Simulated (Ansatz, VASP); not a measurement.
One calculation of ScTa, two programs

```xyz
2
Lattice="3.0291 0.0000 0.0000 -1.5145 2.6232 0.0000 0.0000 0.0000 5.0117" Properties=species:S:1:pos:R:3 pbc="T T T"
Sc    0.0000    0.0000    0.0000
Ta    0.0000    1.7488    2.5058
```

Alike in both runs: task single point; functional PBE; k mesh 6 × 6 × 4; occupations gaussian, width 0.1 eV; no spin polarisation.

|  | VASP | Ansatz |
| --- | --- | --- |
| version | VASP 6.6.1 | Ansatz 0.2.0 |
| potentials or method | VASP PAW PBE potentials, release 64 (Sc_sv, Ta_pv), cutoff 520 eV | scalar-relativistic, plane waves, PAW |
| valence electrons in the cell | 22 | 24 |

```csv
,VASP,Ansatz,Ansatz less VASP
gap on the k mesh at the Fermi level (eV),none,none,-
pressure (GPa),2.8,2.8,-0.08
"traceless stress, the component that is largest in VASP (GPa)",1.10,1.06,-0.036
```

A gap of «none» marks a metal or a gap that the smearing closes. The functional is the same, so the differences come from potentials, cutoffs and numerics. VASP's potentials hold 22 valence electrons a cell and Ansatz's 24, so a difference there can come from the potentials and not from the codes.

The k mesh is coarse, so the values compare programs but aren't converged. Neither program's run includes spin-orbit coupling.
